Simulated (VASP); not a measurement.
Crystal: NbC7.

```
Nb C
1.0
     4.30000    0.00000    0.00000
    -2.15000    3.72391    0.00000
     0.00000    0.00000   12.60000
Nb C
2 14
Direct
  0.33333 0.66667 0.09500
  0.66667 0.33333 0.90500
  0.33333 0.66667 0.90500
  0.66667 0.33333 0.09500
  0.33332 0.33333 0.36500
  0.00001 0.33333 0.36500
  0.66667 0.99999 0.36500
  0.33332 0.99999 0.36500
  0.66667 0.66668 0.36500
  0.00001 0.66668 0.36500
  0.99999 0.33332 0.63500
  0.66668 0.00001 0.63500
  0.33333 0.33332 0.63500
  0.33333 0.00001 0.63500
  0.66668 0.66667 0.63500
  0.99999 0.66667 0.63500
```

```yaml
Program: VASP 6.6.1
Task: relaxation of cell and atoms
Functional: PBE
Potentials_or_basis: VASP PAW PBE potentials, release 64 (Nb_sv, C)
Cutoff: 600 eV
k_mesh: 4 × 4 × 2
Occupations: gaussian, width 0.2 eV
Spin: no spin polarisation
```

At the start: pressure -17.1 GPa; volume 12.61 Å³/atom.

Question: How do energy, volume and symmetry change on relaxing?

Answer: Over 21 steps the energy falls by 178.6 meV/atom and the volume is 12.17 Å³/atom (-3.5 %); space group P-3m1 (No. 164, to 0.1 Å) before and after.

The path:
```
step  energy change (eV)  largest force (eV/Å)  pressure (GPa)  volume (Å³)
   1              0.0000                3.9226          -17.06       201.76
   2              0.7522                0.8710           39.27       164.96
   3             -1.5899                3.0978            2.99       183.77
   4             -2.5635                1.9246            7.02       179.82
   5             -2.6285                0.6531            5.58       180.50
   6             -2.5959                0.6537           -6.76       189.34
   7             -2.7324                0.6510           -0.49       184.55
   8             -2.7673                0.2480           -0.04       184.83
   9             -2.7799                0.1940            0.45       185.11
  10             -2.7886                0.3905            0.09       186.06
  11             -2.7895                0.2583            0.16       185.83
  12             -2.8010                0.3887            0.11       186.70
  13             -2.8033                0.4718            0.08       187.26
  14             -2.8093                0.4301            0.10       187.61
  15             -2.8246                0.3032            0.19       188.65
  16             -2.8441                0.0997            0.37       190.73
  17             -2.8420                0.5404            0.86       194.88
  18             -2.8493                0.2444            0.60       192.71
  19             -2.8551                0.1821           -0.17       194.62
  20             -2.8551                0.1851           -0.14       194.53
  21             -2.8570                0.0718           -0.26       194.80
```

Final structure:
```
Nb C
1.0
     4.20982    0.00000    0.00000
    -2.10491    3.64581    0.00000
     0.00000    0.00000   12.69202
Nb C
2 14
Direct
  0.33333 0.66667 0.07366
  0.66667 0.33333 0.92634
  0.33333 0.66667 0.92271
  0.66667 0.33333 0.07729
  0.33336 0.33346 0.35652
  0.00010 0.33346 0.35652
  0.66654 0.99990 0.35652
  0.33336 0.99990 0.35652
  0.66654 0.66664 0.35652
  0.00010 0.66664 0.35652
  0.99990 0.33336 0.64348
  0.66664 0.00010 0.64348
  0.33346 0.33336 0.64348
  0.33346 0.00010 0.64348
  0.66664 0.66654 0.64348
  0.99990 0.66654 0.64348
```

Caveat: the k points lie up to 0.43 Å⁻¹ apart in the final cell; this functional lacks dispersion, which binds layers or chains, so the pressure and a relaxed spacing across them are unreliable; the relaxation stopped at a loose force limit of 0.08 eV/Å, so its end isn't a converged minimum.
